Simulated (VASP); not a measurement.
Write the native input for VASP 6.6.1 that does the following.

```yaml
Task: single point
Functional: LDA
Potentials_or_basis: VASP PAW LDA potentials, release 64 (Si, O)
Cutoff: 520 eV
k_mesh: 6 × 6 × 6
Occupations: fermi-dirac, width 0.02 eV
Spin: no spin polarisation
Dipole_correction: no
Further_INCAR_settings: ALGO = Normal; EDIFF = 1e-07; NBANDS = 25
```

The structure of SiO2 lies in POSCAR:

```
SiO2
1.0
   -2.4652850350      2.4652850350      3.6414541213
    2.4652850350     -2.4652850350      3.6414541213
    2.4652850350      2.4652850350     -3.6414541213
Si O
2 4
Direct
    0.0000000000      0.0000000000      0.0000000000
    0.7500000000      0.2500000000      0.5000000000
    0.9736091091      0.6250000000      0.8486091091
    0.3750000000      0.2236091091      0.3486091091
    0.7763908909      0.1250000000      0.1513908909
    0.8750000000      0.0263908909      0.6513908909
```

These files were run (other wordings do the same):

INCAR

```
SYSTEM = SiO2
ALGO = Normal
EDIFF = 1E-7
ENCUT = 520
GGA = CA
ISIF = 2
ISMEAR = -1
LASPH = .TRUE.
LCHARG = .FALSE.
LREAL = .FALSE.
LWAVE = .FALSE.
NBANDS = 25
NELM = 100
PREC = Accurate
SIGMA = 0.02
```

KPOINTS

```
k-points
0
G
  6 6 6
  0 0 0
```

Potentials or basis: VASP PAW LDA potentials, release 64 (Si, O).

Launch:

```sh
$ cat potpaw_LDA.64/Si/POTCAR potpaw_LDA.64/O/POTCAR > POTCAR
$ mpirun -np 1 vasp_std > vasp.out
```

It gave:

```json
{
 "Pressure": "0.5 GPa",
 "Largest force": "0.028 eV/Å",
 "Band gap on the k mesh": "5.76 eV, direct"
}
```

Run time: 56 s on 1 thread of Intel(R) Xeon(R) Platinum 8488C (Sapphire Rapids), with other jobs on the host, peak memory 0.21 GiB.
